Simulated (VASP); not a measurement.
Wanted: the native input for a VASP 6.6.1 run.

| Quantity | Value |
| --- | --- |
| Task | single point |
| Functional | r2SCAN0 |
| Potentials or basis | VASP PAW PBE potentials, release 64 (S, Mg) |
| Cutoff | 520 eV |
| k mesh | 5 × 5 × 5 |
| Occupations | fermi-dirac, width 0.05 eV |
| Spin | no spin polarisation |
| Dipole correction | no |
| Grid for exact exchange (PRECFOCK) | Normal |
| Further INCAR settings | ALGO = Normal; EDIFF = 1e-07; NBANDS = 11 |
| Share of exact exchange | 0.25 |

The system is MgS.

```xyz
2
Lattice="0.0000 2.6016 2.6016 2.6016 0.0000 2.6016 2.6016 2.6016 0.0000" Properties=species:S:1:pos:R:3 pbc="T T T"
S     2.6016    2.6016    2.6016
Mg    0.0000    0.0000    0.0000
```

These files were run (other wordings do the same):

POSCAR

```
MgS
1.0
    0.0000000000      2.6016500000      2.6016500000
    2.6016500000      0.0000000000      2.6016500000
    2.6016500000      2.6016500000      0.0000000000
S Mg
1 1
Direct
    0.5000000000      0.5000000000      0.5000000000
    0.0000000000      0.0000000000      0.0000000000
```

INCAR.step1

```
SYSTEM = MgS
PREC = Accurate
ENCUT = 520
EDIFF = 1E-5
ISMEAR = -1
SIGMA = 0.05
LREAL = .FALSE.
LASPH = .TRUE.
NELM = 60
ALGO = Normal
ISIF = 2
LWAVE = .TRUE.
LCHARG = .FALSE.
GGA = PE
NBANDS = 11
```

INCAR.step2

```
SYSTEM = MgS
PREC = Accurate
ENCUT = 520
EDIFF = 1E-7
ISMEAR = -1
SIGMA = 0.05
LREAL = .FALSE.
LASPH = .TRUE.
NELM = 60
ALGO = Normal
ISIF = 2
LWAVE = .FALSE.
LCHARG = .FALSE.
METAGGA = R2SCAN
LHFCALC = .TRUE.
AEXX = 0.25
LMIXTAU = .TRUE.
PRECFOCK = Normal
ISTART = 1
NBANDS = 11
```

KPOINTS

```
Automatic mesh
0
G
  5 5 5
  0 0 0
```

Potentials or basis: VASP PAW PBE potentials, release 64 (S, Mg).

Run with:

```console
$ cat potpaw_PBE.64/S/POTCAR potpaw_PBE.64/Mg/POTCAR > POTCAR
$ cp INCAR.step1 INCAR
$ mpirun -np 1 vasp_std > vasp.out
$ cp INCAR.step2 INCAR
$ mpirun -np 1 vasp_std > vasp.out
```

It gave:

* Pressure: -1.3 GPa
* Band gap on the k mesh: 5.36 eV (least direct gap 6.08 eV)

Caveat: the PAW data sets were made with another functional, which shifts forces and pressure a little; an odd mesh through Γ misses points on the zone boundary, where band edges can lie.

Run time: 12 min on 1 thread of AMD EPYC 7R43 64-Core Processor (Zen 3) (shared host), peak memory 0.14 GiB.
